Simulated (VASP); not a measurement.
A run of VASP 6.6.1 is set up as follows.

The input INCAR:

```
SYSTEM = BP
PREC = Accurate
ENCUT = 520
EDIFF = 1E-8
ISMEAR = -1
SIGMA = 0.05
LREAL = .False.
LASPH = .True.
NELM = 100
ALGO = Normal
ISIF = 2
LWAVE = .False.
LCHARG = .False.
GGA = PE
LEFG = .True.
NBANDS = 11
```

The input KPOINTS:

```
Automatic mesh
0
Gamma
  15 15 15
  0 0 0
```

POSCAR

```
BP
1.0
    0.0000000000      2.2537713532      2.2537713532
    2.2537713532      0.0000000000      2.2537713532
    2.2537713532      2.2537713532      0.0000000000
B P
1 1
Direct
    0.0000000000      0.0000000000      0.0000000000
    0.7500000000      0.7500000000      0.7500000000
```

Potentials or basis: VASP PAW PBE potentials, release 64 (B, P).

The run is started by

```console
$ cat potpaw_PBE.64/B/POTCAR potpaw_PBE.64/P/POTCAR > POTCAR
$ mpirun -np 1 vasp_std > vasp.out
```

Problem. What does it give for the pressure?

Solution. 4.4 GPa.

Problem. Estimate the band gap on the k mesh.

Solution. 1.21 eV, indirect (least direct gap 3.43 eV).

Caveat: without QUAD_EFG the Cq values of the log hold for a quadrupole moment of 1 mb, not for the nuclei. A k mesh can miss the band edges.
